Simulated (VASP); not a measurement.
# GaN (Fm-3m) in VASP: further runs

GaN is run at these levels: LDA, PBE; tasks: G0W0 quasiparticle levels.

All numbers are computed with VASP 6.6.1; they aren't measurements. Logs are shortened: lines on timing, memory, paths and dates and some standing lists are left out, and cuts for length are marked.

## (1) The cell of the first run

It takes space group Fm-3m (No. 225, cubic). Conventional cell: a = 4.217 Å, b = 4.217 Å, c = 4.217 Å, α = 90.00°, β = 90.00°, γ = 90.00°. Within 2.8 Å of Ga (site symmetry m-3m) lie 6 N at 2.11 Å. N (site symmetry m-3m) has 6 Ga at 2.11 Å within 2.8 Å.

## (2) G0W0 quasiparticle levels, LDA

Contents of POSCAR:

```
GaN
1.0
    0.0000000000      2.1085153689      2.1085153689
    2.1085153689      0.0000000000      2.1085153689
    2.1085153689      2.1085153689      0.0000000000
Ga N
1 1
Direct
    0.5000000000      0.5000000000      0.5000000000
    0.0000000000      0.0000000000      0.0000000000
```

Contents of INCAR.step1:

```
SYSTEM = GaN
PREC = Accurate
ENCUT = 500
EDIFF = 1E-8
ISMEAR = 0
SIGMA = 0.01
LREAL = .False.
LASPH = .True.
NELM = 80
ALGO = Normal
LWAVE = .True.
LCHARG = .False.
```

Contents of INCAR.step2:

```
SYSTEM = GaN
PREC = Accurate
ENCUT = 500
EDIFF = 1E-8
ISMEAR = 0
SIGMA = 0.01
LREAL = .False.
LASPH = .True.
NELM = 1
ALGO = Exact
LWAVE = .True.
LCHARG = .False.
NBANDS = 69
LOPTICS = .True.
ISTART = 1
```

Contents of INCAR.step3:

```
SYSTEM = GaN
PREC = Accurate
ENCUT = 500
EDIFF = 1E-8
ISMEAR = 0
SIGMA = 0.01
LREAL = .False.
LASPH = .True.
ALGO = EVGW0
LWAVE = .False.
LCHARG = .False.
NELMGW = 1
NBANDS = 69
ENCUTGW = 80.0
NOMEGA = 48
PRECFOCK = Fast
ISTART = 1
NBANDSGW = 17
```

Contents of KPOINTS:

```
regular mesh
0
Gamma
  4 4 4
  0 0 0
```

Potentials or basis: VASP PAW LDA potentials, release 64 (Ga_d_GW, N_GW).

On the command line:

```bash
$ cat potpaw_LDA.64/Ga_d_GW/POTCAR potpaw_LDA.64/N_GW/POTCAR > POTCAR
$ cp INCAR.step1 INCAR
$ mpirun -np 1 vasp_std > vasp.out
$ cp INCAR.step2 INCAR
$ mpirun -np 1 vasp_std > vasp.out
$ cp INCAR.step3 INCAR
$ mpirun -np 1 vasp_std > vasp.out
```

OUTCAR:

```text
SYSTEM = GaN
   PREC = Accurate
   ENCUT = 500
   EDIFF = 1E-8
   ISMEAR = 0
   LREAL = .False.
   LASPH = .True.
   NELMGW = 1
   ENCUTGW = 80.0
   PRECFOCK = Fast
   ISTART = 1

 ion  position               nearest neighbor table
   1  0.500  0.500  0.500-   2 2.11   2 2.11   2 2.11   2 2.11   2 2.11   2 2.11
   2  0.000  0.000  0.000-   1 2.11   1 2.11   1 2.11   1 2.11   1 2.11   1 2.11

  LATTYP: Found a face centered cubic cell.
 ALAT       =     4.2170307378

  Lattice vectors:

 A1 = (   0.0000000000,   2.1085153689,   2.1085153689)
 A2 = (   2.1085153689,   0.0000000000,   2.1085153689)
 A3 = (   2.1085153689,   2.1085153689,   0.0000000000)

Analysis of symmetry for initial positions (statically):
=====================================================================
 Subroutine PRICEL returns:
 Original cell was already a primitive cell.

 Routine SETGRP: Setting up the symmetry group for a
 face centered cubic supercell.

 Subroutine GETGRP returns: Found 48 space group operations
 (whereof 48 operations were pure point group operations)
 out of a pool of 48 trial point group operations.

The static configuration has the point symmetry O_h .

Analysis of symmetry for dynamics (positions and initial velocities):
=====================================================================
 Subroutine PRICEL returns:
 Original cell was already a primitive cell.

 Routine SETGRP: Setting up the symmetry group for a
 face centered cubic supercell.

 Subroutine GETGRP returns: Found 48 space group operations
 (whereof 48 operations were pure point group operations)
 out of a pool of 48 trial point group operations.

The dynamic configuration has the point symmetry O_h .

 Subroutine INISYM returns: Found 48 space group operations
 (whereof 48 operations are pure point group operations),
 and found     1 'primitive' translations

----------------------------------------------------------------------------------------

                                     Primitive cell

  volume of cell :      18.7482

  direct lattice vectors                    reciprocal lattice vectors
     0.000000000  2.108515369  2.108515369    -0.237133676  0.237133676  0.237133676
     2.108515369  0.000000000  2.108515369     0.237133676 -0.237133676  0.237133676
     2.108515369  2.108515369  0.000000000     0.237133676  0.237133676 -0.237133676

[... 47 lines left out ...]
 -0.250000  0.500000  0.250000      6.000000
   k-points           NKPTS =      8   k-points in BZ     NKDIM =     64   number of bands    NBANDS=     69
   number of dos      NEDOS =    301   number of ions     NIONS =      2
   total plane-waves  NPLWV =  13824
   dimension x,y,z NGX =    24 NGY =   24 NGZ =   24
   dimension x,y,z NGXF=    48 NGYF=   48 NGZF=   48
   ions per type =               1   1
   NGX,Y,Z   is equivalent  to a cutoff of  13.38, 13.38, 13.38 a.u.
   NGXF,Y,Z  is equivalent  to a cutoff of  26.76, 26.76, 26.76 a.u.
 SYSTEM =  GaN
   PREC   = accura    normal or accurate (medium, high low for compatibility)
   ISTART =      1    job   : 0-new  1-cont  2-samecut
   ICHARG =      0    charge: 1-file 2-atom 10-const
   ISPIN  =      1    spin polarized calculation?
   LNONCOLLINEAR =      F non collinear calculations
   LSORBIT =      F    spin-orbit coupling
   LASPH  =      T    aspherical Exc in radial PAW
   ENCUT  =  500.0 eV  36.75 Ry    6.06 a.u.   5.44  5.44  5.44*2*pi/ulx,y,z
   NELM   =     60;   NELMIN=  2; NELMDL=  0     # of ELM steps
   EDIFF  = 0.1E-07   stopping-criterion for ELM
   LREAL  =      F    real-space projection
   EDIFFG = 0.1E-06   stopping-criterion for IOM
   NSW    =      0    number of steps for IOM
   IBRION =     -1    ionic relax: 0-MD 1-quasi-New 2-CG
   NFREE  =      0    steps in history (QN), initial steepest desc. (CG)
   ISIF   =      0    stress and relaxation
   ISYM   =      3    0-nonsym 1-usesym 2-fastsym
   POTIM  = 0.5000    time-step for ionic-motion
   TEBEG  =    0.0;   TEEND  =   0.0 temperature during run
   PSTRESS=    0.0 pullay stress
   NELECT =      18.0000    total number of electrons
   NUPDOWN=      -1.0000    fix difference up-down
   EMIN   =  10.00;   EMAX   =-10.00  energy-range for DOS
   EFERMI =   0.00;   METHOD = LEGACY
   ISMEAR =     0;   SIGMA  =   0.01  broadening in eV -4-tet -1-fermi 0-gaus
   EFERMI_NEDOS =   21; number of points for ismear=-14 and -15
   IALGO  =     38    algorithm
   IMIX   =      4    mixing-type and parameters
     AMIX     =   0.40;   BMIX     =  1.00
     AMIX_MAG =   1.60;   BMIX_MAG =  1.00
  volume/ion in A,a.u.               =       9.37        63.26
  Fermi-wavevector in a.u.,A,eV,Ry     =   1.615024  3.051952 35.488097  2.608302
  Thomas-Fermi vector in A             =   2.709838
   LORBIT       =      0    0 simple, 1 ext, 2 COOP (PROOUT), +10 PAW based schemes
   GGA     = CA    functional components
   LHFCALC =     T    Hartree Fock is set to
   PRECFOCK=fast      Normal, Fast or Accurate (Low or Medium for compatibility)
   ENCUT4O =  -1.0   cutoff for four orbital integrals eV
   NKREDX  =     1    reduce k-point grid by
   NKREDY  =     1    reduce k-point grid by
   NKREDZ  =     1    reduce k-point grid by
   AEXX    =    1.0000 exact exchange contribution
   HFSCREEN=    0.0000 screening length (either q_TF or 0.3 A-1)
   HFSCREENC=   0.0000 screening length for correlation (either q_TF or 0.3 A-1)
   ENCUTFOCK=  -1.0 apply spherical cutoff to Coloumb kernel
   IVDW    =     0    specifies the selected vdW correction
   LEPSILON=     F    determine dielectric tensor
   LRPA    =     F    only Hartree local field effects (RPA)
   LRPAFORCE           =     F    calculate RPA forces
   ENCUTGW             =  80.0    cutoff for response function in eV
   ENCUTGWSOFT         =  64.0    soft cutoff for Coulomb kernel in GW response function in eV
   ENCUTLF             =  -1.0    cutoff for local field effects
   NELMGW              =     1    number of iterations in solving QP/BSE equation
   NELMHF              =     1    number of iterations in the inner HF iteration
   NKREDLFX            =     1    NKREDLFY  =   1   NKREDLFZ  =   1
 non-spin polarized calculation
 Gauss-broadening in eV      SIGMA  =   0.01
  energy-cutoff  :      500.00
  volume of cell :       18.75
 maximum number of plane-waves:       531
 NGX is ok and might be reduce to    24
  NGX = 12; NGY = 12; NGZ = 12
   NGX = 11   NGY = 11   NGZ = 11
 maximum number of plane-waves:        34
 NGX is ok and might be reduce to    10

 QP shifts <psi_nk| G(iteration)W_0 |psi_nk>: iteration 1
 for sc-GW calculations column KS-energies equals QP-energies in previous step
 and V_xc(KS)=  KS-energies - (<T + V_ion + V_H > + <T+V_H+V_ion>^1  + <V_x>^1)

 k-point   1 :       0.0000    0.0000    0.0000
  band No.  KS-energies  QP-energies   sigma(KS)   V_xc(KS)     V^pw_x(r,r')   Z            occupation Imag(sigma)

      1      -9.6906     -10.4307     -15.5951     -14.5560     -24.1874       0.7122       2.0000       1.3954
      2      -6.6885      -9.9510     -26.2408     -21.8099     -34.9189       0.7363       2.0000       0.2522
      3      -6.6885      -9.9510     -26.2408     -21.8099     -34.9189       0.7363       2.0000       0.2522
      4      -6.6885      -9.9510     -26.2408     -21.8099     -34.9189       0.7363       2.0000       0.2522
      5      -6.5873      -9.9583     -26.5762     -22.0059     -35.4103       0.7376       2.0000       0.3026
      6      -6.5873      -9.9583     -26.5762     -22.0059     -35.4103       0.7376       2.0000       0.3026
[... 143 lines left out ...]
      3      -6.6806      -9.9102     -26.0982     -21.7129     -34.7599       0.7364       2.0000       0.2616
      4      -6.6596      -9.9500     -26.3413     -21.8635     -35.2012       0.7348       2.0000       0.3249
      5      -6.3998      -9.7206     -26.6313     -22.1350     -35.3457       0.7386       2.0000       0.2467
      6      -3.5365      -5.2771     -21.8636     -19.5154     -29.8414       0.7412       2.0000       0.6021
[... 9 lines left out ...]
     16      34.7766      36.1690     -13.1499     -14.8060      -5.9374       0.8408       0.0000      -1.4424
     17      37.1124      38.7359     -12.8491     -14.8254      -4.6706       0.8215       0.0000      -1.8737
```

OUTCAR.step2:

```text
SYSTEM = GaN
   PREC = Accurate
   ENCUT = 500
   EDIFF = 1E-8
[... 729 lines left out ...]
  --------------------------------------------------------------------------------------------------------------
     0.00000    13.03076    13.03076    13.03076    -0.00000    -0.00000     0.00000
     1.62246    14.76427    14.76427    14.76427    -0.00000    -0.00000     0.00000
     3.24492    19.52890    19.52890    19.52890    -0.00000    -0.00000     0.00000
     4.86738    23.76553    23.76553    23.76553    -0.00000    -0.00000     0.00000
     6.48984    -7.94929    -7.94929    -7.94929     0.00000     0.00000    -0.00000
     8.11230    -4.25354    -4.25354    -4.25354     0.00000     0.00000    -0.00000
[... 92 lines left out ...]
   159.00105     0.95503     0.95503     0.95503     0.00000     0.00000    -0.00000
   160.62351     0.95612     0.95612     0.95612     0.00000     0.00000    -0.00000
```

Run time: 22 s. Hardware: 1 thread of Intel Xeon 6975P-C (Granite Rapids), shared host; peak memory 0.17 GiB.

Results:

```
Band gap on the k mesh, mean-field level : 0.54 eV, indirect (least direct gap 2.88 eV)
Quasiparticle gap                        : 1.55 eV
Least direct quasiparticle gap           : 3.65 eV
```

Levels at points of the mesh, in eV from the valence-band top:
| k point | band 7 | band 8 | band 9 | band 10 | band 11 | band 12 |
| --- | --- | --- | --- | --- | --- | --- |
| (0.00, 0.00, 0.00) | -0.36 | -0.36 | -0.36 | 2.52 | 14.67 | 14.67 |
| (0.50, 0.00, 0.00) | -8.28 | 0.00 | 0.00 | 4.80 | 9.01 | 9.01 |
| (0.50, 0.50, 0.00) | -7.11 | -2.95 | -2.95 | 0.54 | 7.83 | 12.01 |

Caveat: the k points lie up to 0.65 Å⁻¹ apart; bands, screening cutoff and mesh are small and nothing is extrapolated, so the quasiparticle values aren't converged. A k mesh can miss the band edges.

## (3) G0W0 quasiparticle levels, PBE

POSCAR is that of step 2.

Contents of INCAR.step1:

```
SYSTEM = GaN
  ALGO = Normal
  EDIFF = 1E-8
  ENCUT = 500
  GGA = PE
  ISMEAR = 0
  LASPH = .True.
  LCHARG = .False.
  LREAL = .False.
  LWAVE = .True.
  NELM = 60
  PREC = Accurate
  SIGMA = 0.01
```

Contents of INCAR.step2:

```
SYSTEM = GaN
  ALGO = Exact
  EDIFF = 1E-8
  ENCUT = 500
  GGA = PE
  ISMEAR = 0
  ISTART = 1
  LASPH = .True.
  LCHARG = .False.
  LOPTICS = .True.
  LREAL = .False.
  LWAVE = .True.
  NBANDS = 69
  NELM = 1
  PREC = Accurate
  SIGMA = 0.01
```

Contents of INCAR.step3:

```
SYSTEM = GaN
  ALGO = EVGW0
  EDIFF = 1E-8
  ENCUT = 500
  ENCUTGW = 80.0
  GGA = PE
  ISMEAR = 0
  ISTART = 1
  LASPH = .True.
  LCHARG = .False.
  LREAL = .False.
  LWAVE = .False.
  NBANDS = 69
  NBANDSGW = 17
  NELMGW = 1
  NOMEGA = 48
  PREC = Accurate
  PRECFOCK = Fast
  SIGMA = 0.01
```

Contents of KPOINTS:

```
k-points
0
Gamma
  4 4 4
  0 0 0
```

Potentials or basis: VASP PAW PBE potentials, release 64 (Ga_d_GW, N_GW).

On the command line:

```bash
$ cat potpaw_PBE.64/Ga_d_GW/POTCAR potpaw_PBE.64/N_GW/POTCAR > POTCAR
$ cp INCAR.step1 INCAR
$ mpirun -np 1 vasp_std > vasp.out
$ cp INCAR.step2 INCAR
$ mpirun -np 1 vasp_std > vasp.out
$ cp INCAR.step3 INCAR
$ mpirun -np 1 vasp_std > vasp.out
```

OUTCAR:

```text
SYSTEM = GaN
   EDIFF = 1E-8
   ENCUT = 500
   ENCUTGW = 80.0
   GGA = PE
   ISMEAR = 0
   ISTART = 1
   LASPH = .True.
   LREAL = .False.
   NELMGW = 1
   PREC = Accurate
   PRECFOCK = Fast

 ion  position               nearest neighbor table
   1  0.500  0.500  0.500-   2 2.11   2 2.11   2 2.11   2 2.11   2 2.11   2 2.11
   2  0.000  0.000  0.000-   1 2.11   1 2.11   1 2.11   1 2.11   1 2.11   1 2.11

  LATTYP: Found a face centered cubic cell.
 ALAT       =     4.2170307378

  Lattice vectors:

 A1 = (   0.0000000000,   2.1085153689,   2.1085153689)
 A2 = (   2.1085153689,   0.0000000000,   2.1085153689)
 A3 = (   2.1085153689,   2.1085153689,   0.0000000000)

Analysis of symmetry for initial positions (statically):
=====================================================================
 Subroutine PRICEL returns:
[... 128 lines left out ...]
  Fermi-wavevector in a.u.,A,eV,Ry     =   1.615024  3.051952 35.488097  2.608302
  Thomas-Fermi vector in A             =   2.709838
   LORBIT       =      0    0 simple, 1 ext, 2 COOP (PROOUT), +10 PAW based schemes
   GGA     = PE    functional components
   LHFCALC =     T    Hartree Fock is set to
   PRECFOCK=fast      Normal, Fast or Accurate (Low or Medium for compatibility)
   ENCUT4O =  -1.0   cutoff for four orbital integrals eV
   NKREDX  =     1    reduce k-point grid by
   NKREDY  =     1    reduce k-point grid by
   NKREDZ  =     1    reduce k-point grid by
   AEXX    =    1.0000 exact exchange contribution
   HFSCREEN=    0.0000 screening length (either q_TF or 0.3 A-1)
   HFSCREENC=   0.0000 screening length for correlation (either q_TF or 0.3 A-1)
   ENCUTFOCK=  -1.0 apply spherical cutoff to Coloumb kernel
   IVDW    =     0    specifies the selected vdW correction
   LEPSILON=     F    determine dielectric tensor
   LRPA    =     F    only Hartree local field effects (RPA)
   LRPAFORCE           =     F    calculate RPA forces
   ENCUTGW             =  80.0    cutoff for response function in eV
   ENCUTGWSOFT         =  64.0    soft cutoff for Coulomb kernel in GW response function in eV
   ENCUTLF             =  -1.0    cutoff for local field effects
   NELMGW              =     1    number of iterations in solving QP/BSE equation
   NELMHF              =     1    number of iterations in the inner HF iteration
   NKREDLFX            =     1    NKREDLFY  =   1   NKREDLFZ  =   1
 non-spin polarized calculation
 Gauss-broadening in eV      SIGMA  =   0.01
  energy-cutoff  :      500.00
  volume of cell :       18.75
 maximum number of plane-waves:       531
 NGX is ok and might be reduce to    24
  NGX = 12; NGY = 12; NGZ = 12
   NGX = 11   NGY = 11   NGZ = 11
 maximum number of plane-waves:        34
 NGX is ok and might be reduce to    10

 QP shifts <psi_nk| G(iteration)W_0 |psi_nk>: iteration 1
 for sc-GW calculations column KS-energies equals QP-energies in previous step
 and V_xc(KS)=  KS-energies - (<T + V_ion + V_H > + <T+V_H+V_ion>^1  + <V_x>^1)

 k-point   1 :       0.0000    0.0000    0.0000
  band No.  KS-energies  QP-energies   sigma(KS)   V_xc(KS)     V^pw_x(r,r')   Z            occupation Imag(sigma)

      1      -9.5544     -10.4168     -15.7338     -14.5245     -24.3765       0.7131       2.0000       1.3893
      2      -6.3393      -9.8074     -26.3476     -21.6467     -34.9668       0.7378       2.0000       0.2514
      3      -6.3393      -9.8074     -26.3476     -21.6467     -34.9668       0.7378       2.0000       0.2514
      4      -6.3393      -9.8074     -26.3476     -21.6467     -34.9668       0.7378       2.0000       0.2514
      5      -6.2413      -9.8109     -26.6825     -21.8506     -35.4549       0.7388       2.0000       0.2998
      6      -6.2413      -9.8109     -26.6825     -21.8506     -35.4549       0.7388       2.0000       0.2998
[... 143 lines left out ...]
      3      -6.3318      -9.7684     -26.2038     -21.5467     -34.8067       0.7379       2.0000       0.2606
      4      -6.3150      -9.8052     -26.4441     -21.7032     -35.2414       0.7362       2.0000       0.3222
      5      -6.0538      -9.5723     -26.7355     -21.9805     -35.3906       0.7400       2.0000       0.2461
      6      -3.4507      -5.3057     -22.3336     -19.8340     -30.3625       0.7421       2.0000       0.5845
[... 9 lines left out ...]
     16      35.0817      36.2002     -13.0907     -14.4328      -5.9185       0.8334       0.0000      -1.4229
     17      37.5524      38.8075     -12.7718     -14.2965      -4.6380       0.8232       0.0000      -1.8653
```

OUTCAR.step1:

```text
SYSTEM = GaN
   EDIFF = 1E-8
   ENCUT = 500
   GGA = PE
   ISMEAR = 0
   LASPH = .True.
   LREAL = .False.
[... 330 lines left out ...]
      2.10852      2.10852      2.10852         0.000000     -0.000000      0.000000
      0.00000      0.00000      0.00000         0.000000      0.000000      0.000000
 -----------------------------------------------------------------------------------
    total drift:                                0.000000     -0.000000      0.000000

  FREE ENERGIE OF THE ION-ELECTRON SYSTEM (eV)
  ---------------------------------------------------
  free  energy   TOTEN  =       -11.0528747440 eV

  energy  without entropy=      -11.0528747440  energy(sigma->0) =      -11.05287474
```

Run time: 71 s. Hardware: 1 thread of Intel Xeon 8259CL, shared host; peak memory 0.18 GiB.

Results:

* Band gap on the k mesh, mean-field level: 0.72 eV, indirect (least direct gap 2.80 eV)
* Quasiparticle gap: 1.53 eV
* Least direct quasiparticle gap: 3.64 eV

Caveat: the k points lie up to 0.65 Å⁻¹ apart; bands, screening cutoff and mesh are small and nothing is extrapolated, so the quasiparticle values aren't converged. A k mesh can miss the band edges.
